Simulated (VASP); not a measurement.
The system is MoPd.

```
Mo Pd
1.0
     1.38767    0.80117    4.64477
    -1.38767    0.80117    4.64477
     0.00000   -1.60234    4.64477
Mo Pd
1 1
Direct
  0.00000 0.00000 0.00000
  0.50000 0.50000 0.50000
```

| Property | Result |
| --- | --- |
| Program | VASP 6.6.1 |
| Task | relaxation of cell and atoms |
| Functional | r2SCAN |
| Potentials or basis | VASP PAW PBE potentials, release 64 (Mo_sv, Pd) |
| Cutoff | 600 eV |
| k mesh | 9 × 9 × 9 |
| Occupations | fermi-dirac, width 0.05 eV |
| Spin | no spin polarisation |

At the start: pressure -5.3 GPa; volume 15.49 Å³/atom.

Problem. Where does the relaxation end?

Solution. Over 6 steps the energy falls by 6.5 meV/atom and the volume is 15.13 Å³/atom (-2.3 %); space group R-3m (No. 166, to 0.1 Å) before and after.

The path:
```tsv
step	energy change (eV)	largest force (eV/Å)	pressure (GPa)	volume (Å³)
1	0.0000	0.0000	-5.26	30.98
2	0.0491	0.0000	13.81	28.76
3	-0.0127	0.0000	-0.02	30.27
4	-0.0127	0.0000	0.14	30.25
5	-0.0130	0.0000	0.02	30.27
6	-0.0130	0.0000	0.07	30.26
```

Final structure:
```xyz
2
Lattice="1.3737 0.7931 4.6298 -1.3737 0.7931 4.6298 0.0000 -1.5862 4.6298" Properties=species:S:1:pos:R:3 pbc="T T T"
Mo    0.0000    0.0000    0.0000
Pd    0.0000    0.0000    6.9447
```

Caveat: the PAW data sets were made with another functional, which shifts forces and pressure a little.
